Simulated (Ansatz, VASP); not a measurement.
# Ba: VASP beside Ansatz

The input INCAR:

```
ALGO = Fast ; EDIFF = 1E-7
EDIFFG = -0.005 ; ENCUT = 600
GGA = PS ; IBRION = 2
ISIF = 3 ; ISMEAR = 0
LASPH = T ; LCHARG = F
LREAL = F ; LWAVE = F
NELM = 100 ; NSW = 100
PREC = Accurate ; SIGMA = 0.1
```

File KPOINTS:

```
k-points
0
Gamma
  12 12 12
```

The input POSCAR:

```
Ba
1.0
   -2.4343261710      2.4343261710      2.4343261710
    2.4343261710     -2.4343261710      2.4343261710
    2.4343261710      2.4343261710     -2.4343261710
Ba
1
Direct
    0.0000000000      0.0000000000      0.0000000000
```

Input for Ansatz:

```yaml
crystal:
  lattice:
    - [-2.4343261765, 2.4343261765, 2.4343261765]
    - [2.4343261765, -2.4343261765, 2.4343261765]
    - [2.4343261765, 2.4343261765, -2.4343261765]
  atoms:
    - { symbol: Ba, position: [0.0, 0.0, 0.0] }
basis:
  ecutwfc: 420
kpoints:
  mp_grid: { grid: [12, 12, 12] }
hamiltonian:
  xc: pbesol
scf:
  occupations: { method: gaussian, width: 0.1 }
output:
  forces: true
  stress: true
  eigenvalues: true
  write_density: true
  write_potential: true
  elf: true
  volumetric_format: npy
relax:
  adjacent_minimum: "off"
  f_tol: 0.005
  max_steps: 80
  cell: { stress_tol: 0.05 }
```

Alike in both runs: task relaxation of cell and atoms; functional PBEsol; k mesh 12 × 12 × 12; occupations gaussian, width 0.1 eV; no spin polarisation.

|  | VASP | Ansatz |
| --- | --- | --- |
| version | VASP 6.6.1 | Ansatz 0.2.0 |
| potentials or method | VASP PAW PBE potentials, release 64 (Ba_sv), cutoff 600 eV | scalar-relativistic, plane waves, PAW |
| valence electrons in the cell | 10 | 10 |

VASP gave:

- gap on the k mesh at the Fermi level, each at its own relaxed structure (eV): none
- relaxed volume (Å³/atom): 58.47
- relaxed cell length with the largest relative difference (Å): 4.235

Question: Estimate Ansatz's values.

Answer: gap on the k mesh at the Fermi level, each at its own relaxed structure (eV): none; relaxed volume (Å³/atom): 57.70; relaxed cell length with the largest relative difference (Å): 4.216.

VASP's potentials were made for PBE, not for PBEsol. A gap of «none» marks a metal or a gap that the smearing closes.

Neither program's run includes spin-orbit coupling.
